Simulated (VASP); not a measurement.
Set up this calculation in VASP 6.6.1, as the native input.

- Task: relaxation of cell and atoms
- Functional: PBE
- Potentials or basis: VASP PAW PBE potentials, release 64 (Cs_sv)
- Cutoff: 600 eV
- k mesh: 9 × 9 × 8
- Occupations: fermi-dirac, width 0.05 eV
- Spin: no spin polarisation
- Target pressure: 0.31 GPa
- Dipole correction: no
- Further INCAR settings: ALGO = Normal; EDIFF = 1e-06; IBRION = 2; EDIFFG = -0.005; NSW = 60; ISIF = 3

The structure of Cs lies in POSCAR:

```
Cs
1.0
    5.0661400098      0.0000000000      0.0000000000
   -2.5330700049      4.3874059476      0.0000000000
    0.0000000000      0.0000000000      4.7621716092
Cs
1
Direct
    0.0000000000      0.0000000000      0.0000000000
```

This isn't the form of Cs at room conditions, which is bcc.

One way to write it, as run:

INCAR

```
SYSTEM = Cs
PREC = Accurate
ENCUT = 600
EDIFF = 1E-6
ISMEAR = -1
SIGMA = 0.05
LREAL = .FALSE.
LASPH = .TRUE.
NELM = 100
ALGO = Normal
ISIF = 3
LWAVE = .FALSE.
LCHARG = .FALSE.
GGA = PE
IBRION = 2
NSW = 60
EDIFFG = -0.005
PSTRESS = 3.1
```

KPOINTS

```
Automatic mesh
0
G
  9 9 8
  0 0 0
```

Potentials or basis: VASP PAW PBE potentials, release 64 (Cs_sv).

Command:

```console
$ cat potpaw_PBE.64/Cs_sv/POTCAR > POTCAR
$ mpirun -np 1 vasp_std > vasp.out
```

Results of the run:

```
Relaxed volume                                             : 106.52 Å³/atom
Relaxed cell                                               : a = 5.084 Å, b = 5.084 Å, c = 4.758 Å, α = 90.00°, β = 90.00°, γ = 120.00°
Space group after relaxing (to 0.1 Å)                      : P6/mmm (No. 191)
Energy change on relaxing (the run minimises the enthalpy) : -1.4 meV/atom
Ionic steps                                                : 3
Pressure after relaxing                                    : 0.3 GPa
Band gap on the k mesh                                     : zero (an odd number of electrons rules out a gap without spin polarisation)
```

Caveat: the cell is relaxed towards a set pressure, so the run minimises the enthalpy, not the energy; spin-orbit coupling is left out, which moves the levels of the heavy elements.

It took 79 s on 1 thread of Intel(R) Xeon(R) Platinum 8488C (Sapphire Rapids), on a shared host, peak memory 0.28 GiB.
